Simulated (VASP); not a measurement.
# NbIn2Se3 (P-3m1) in VASP: a series of runs, part 2 of 2

VASP 6.6.1.

### 3 Single point, PBE

This run uses another cell than the first one, of 26.53 Å³/atom.

INCAR

```
PREC = Accurate
ENCUT = 520
EDIFF = 1E-7
ISMEAR = 0
SIGMA = 0.1
LREAL = F
LASPH = T
NELM = 60
ALGO = Normal
ISIF = 2
LWAVE = F
LCHARG = T
GGA = PE
LELF = T
LVHAR = T
NBANDS = 38
```

KPOINTS

```
Automatic mesh
0
Gamma
  12 12 4
```

POSCAR

```
NbIn2Se3
1.0
    3.6494744252      0.0000000000      0.0000000000
   -1.8247372126      3.1605375627      0.0000000000
    0.0000000000      0.0000000000     13.8018220886
Nb In Se
1 2 3
Direct
    0.0000000000      0.0000000000      0.5000000000
    0.3333333333      0.6666666667      0.1429549497
    0.6666666667      0.3333333333      0.8570450503
    0.3333333333      0.6666666667      0.6162539070
    0.6666666667      0.3333333333      0.3837460930
    0.0000000000      0.0000000000      0.0000000000
```

Potentials or basis: VASP PAW PBE potentials, release 64 (Nb_sv, In_d, Se).

Run with:

```
cat potpaw_PBE.64/Nb_sv/POTCAR potpaw_PBE.64/In_d/POTCAR potpaw_PBE.64/Se/POTCAR > POTCAR
mpirun -np 1 vasp_std > vasp.out
```

OUTCAR:

```text
PREC = Accurate
   ENCUT = 520
   EDIFF = 1E-7
   ISMEAR = 0
   LREAL = F
   LASPH = T
   NELM = 60
   ISIF = 2
   GGA = PE

 ion  position               nearest neighbor table
   1  0.000  0.000  0.500-   4 2.65   5 2.65   5 2.65   4 2.65   5 2.65   4 2.65
   2  0.333  0.667  0.143-   6 2.89   6 2.89   6 2.89
   3  0.667  0.333  0.857-   6 2.89   6 2.89   6 2.89
   4  0.333  0.667  0.616-   1 2.65   1 2.65   1 2.65
   5  0.667  0.333  0.384-   1 2.65   1 2.65   1 2.65
   6  0.000  0.000  0.000-   2 2.89   3 2.89   3 2.89   2 2.89   3 2.89   2 2.89

  LATTYP: Found a hexagonal cell.
 ALAT       =     3.6494744252
 C/A-ratio  =     3.7818656827

  Lattice vectors:

 A1 = (   3.6494744252,   0.0000000000,   0.0000000000)
 A2 = (  -1.8247372126,   3.1605375627,   0.0000000000)
 A3 = (   0.0000000000,   0.0000000000,  13.8018220886)

Analysis of symmetry for initial positions (statically):
=====================================================================
 Subroutine PRICEL returns:
 Original cell was already a primitive cell.

[... 180 lines left out ...]
 cond. band min:       4.9605349864   @ k =   0.0000   0.0833   0.2500
 fundamental gap:      0.0145034696
 Fermi energy:         4.9481184995

 k-point     1 :       0.0000    0.0000    0.0000
  band No.  band energies     occupation
      1     -50.9453      2.00000
      2     -26.9573      2.00000
      3     -26.9573      2.00000
      4     -26.9089      2.00000
      5      -9.1763      2.00000
      6      -9.1759      2.00000
[... 973 lines left out ...]
     37      10.9897      0.00000
     38      11.1987      0.00000

 [... further k-points ...]

------------------------ aborting loop because EDIFF is reached ----------------------------------------

  FORCE on cell =-STRESS in cart. coord.  units (eV):
  Direction    XX          YY          ZZ          XY          YZ          ZX
  --------------------------------------------------------------------------------------
  -------------------------------------------------------------------------------------
  Total        0.0066019      0.0066019      0.0204109      0.0000000      0.0000000     -0.0000000
  in kB        0.0664434      0.0664434      0.2054209      0.0000000      0.0000000     -0.0000000
  external PRESSURE =       0.1127693 kB  Pullay stress =       0.0000000 kB

 VOLUME and BASIS-vectors are now :
 -----------------------------------------------------------------------------
  energy-cutoff  :      520.00
  volume of cell :      159.19
      direct lattice vectors                 reciprocal lattice vectors
     3.649474425  0.000000000  0.000000000     0.274012059  0.158200936  0.000000000
    -1.824737213  3.160537563  0.000000000     0.000000000  0.316401872  0.000000000
     0.000000000  0.000000000 13.801822089     0.000000000  0.000000000  0.072454202

 POSITION                                       TOTAL-FORCE (eV/Angst)
 -----------------------------------------------------------------------------------
      0.00000      0.00000      6.90091        -0.000000      0.000000     -0.000000
     -0.00000      2.10703      1.97304         0.000000     -0.000000      0.015890
      1.82474      1.05351     11.82878        -0.000000      0.000000     -0.015890
     -0.00000      2.10703      8.50543         0.000000     -0.000000      0.004867
      1.82474      1.05351      5.29640        -0.000000      0.000000     -0.004867
      0.00000      0.00000      0.00000        -0.000000      0.000000     -0.000000
 -----------------------------------------------------------------------------------
    total drift:                                0.000000      0.000000      0.000000

  FREE ENERGIE OF THE ION-ELECTRON SYSTEM (eV)
  ---------------------------------------------------
  free  energy   TOTEN  =       -28.7102513613 eV

  energy  without entropy=      -28.6972875349  energy(sigma->0) =      -28.70376945
```

OSZICAR:

```text
N       E                     dE             d eps       ncg     rms          rms(c)
DAV:   1     0.607098511858E+03    0.60710E+03   -0.26154E+04  5250   0.161E+03
DAV:   2     0.573929544105E+02   -0.54971E+03   -0.53327E+03  5260   0.476E+02
DAV:   3    -0.243692886096E+02   -0.81762E+02   -0.79189E+02  7530   0.183E+02
DAV:   4    -0.304236909908E+02   -0.60544E+01   -0.59632E+01  8168   0.436E+01
DAV:   5    -0.307433397581E+02   -0.31965E+00   -0.31821E+00  9106   0.787E+00    0.958E+00
DAV:   6    -0.301455035926E+02    0.59784E+00   -0.24784E+01  7768   0.179E+01    0.756E+00
DAV:   7    -0.288927291941E+02    0.12528E+01   -0.21418E+01  8402   0.140E+01    0.401E+00
DAV:   8    -0.287215264809E+02    0.17120E+00   -0.67278E-01  7066   0.448E+00    0.154E+00
DAV:   9    -0.287140572295E+02    0.74693E-02   -0.24657E-01  7800   0.211E+00    0.588E-01
DAV:  10    -0.287104990077E+02    0.35582E-02   -0.28789E-02  7580   0.104E+00    0.430E-01
DAV:  11    -0.287101342892E+02    0.36472E-03   -0.98245E-03  7184   0.411E-01    0.158E-01
DAV:  12    -0.287102582819E+02   -0.12399E-03   -0.12133E-03  7498   0.193E-01    0.769E-02
DAV:  13    -0.287102395386E+02    0.18743E-04   -0.25330E-04  7868   0.103E-01    0.234E-02
DAV:  14    -0.287102525170E+02   -0.12978E-04   -0.47202E-05  6464   0.407E-02    0.852E-03
DAV:  15    -0.287102516135E+02    0.90349E-06   -0.61884E-06  7818   0.153E-02    0.440E-03
DAV:  16    -0.287102512729E+02    0.34058E-06   -0.11728E-06  6634   0.652E-03    0.209E-03
DAV:  17    -0.287102513613E+02   -0.88389E-07   -0.44563E-07  5160   0.319E-03
   1 F= -.28710251E+02 E0= -.28703769E+02  d E =-.129638E-01
```

Run time: 3.9 min. Hardware: 1 thread of Intel Xeon 6975P-C (Granite Rapids), shared host; peak memory 0.54 GiB.

Results:

- Free energy: -28.7103 eV
- Pressure: 0.0 GPa
- Largest force: 0.016 eV/Å
- Band gap on the k mesh: zero (an odd number of electrons rules out a gap without spin polarisation)

Forces on the atoms (eV/Å):
```
Nb   0.000  0.000  0.000
In   0.000  0.000  0.016
In   0.000  0.000 -0.016
Se   0.000  0.000  0.005
Se   0.000  0.000 -0.005
Se   0.000  0.000  0.000
```

Caveat: spin-orbit coupling is left out, which moves the levels of the heavy elements.
